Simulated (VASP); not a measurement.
Input of a VASP 6.6.1 run:

Contents of INCAR:

```
SYSTEM = AlNi3
PREC = Accurate
ENCUT = 520
EDIFF = 1E-6
ISMEAR = 0
SIGMA = 0.1
LREAL = .False.
LASPH = .True.
NELM = 60
ALGO = Normal
ISIF = 2
LWAVE = .False.
LCHARG = .False.
GGA = PS
NBANDS = 24
```

Contents of KPOINTS:

```
regular mesh
0
Gamma
  4 4 4
  0 0 0
```

Contents of POSCAR:

```
AlNi3
1.0
    0.0000000000      2.8018887551      2.8018887551
    2.8018887551      0.0000000000      2.8018887551
    2.8018887551      2.8018887551      0.0000000000
Al Ni
1 3
Direct
    0.5000000000      0.5000000000      0.5000000000
    0.2500000000      0.2500000000      0.2500000000
    0.0000000000      0.0000000000      0.0000000000
    0.7500000000      0.7500000000      0.7500000000
```

Potentials or basis: VASP PAW PBE potentials, release 64 (Al, Ni).

Command:

```sh
$ cat potpaw_PBE.64/Al/POTCAR potpaw_PBE.64/Ni/POTCAR > POTCAR
$ mpirun -np 1 vasp_std > vasp.out
```

(1) Estimate the band gap on the k mesh.

(2) Predict the pressure.

Answers

(1) zero (an odd number of electrons rules out a gap without spin polarisation).

(2) -0.6 GPa.

Caveat: the k points lie up to 0.49 Å⁻¹ apart, too coarse for converged energies and pressures of a metal; the PAW data sets were made with another functional, which shifts forces and pressure a little.
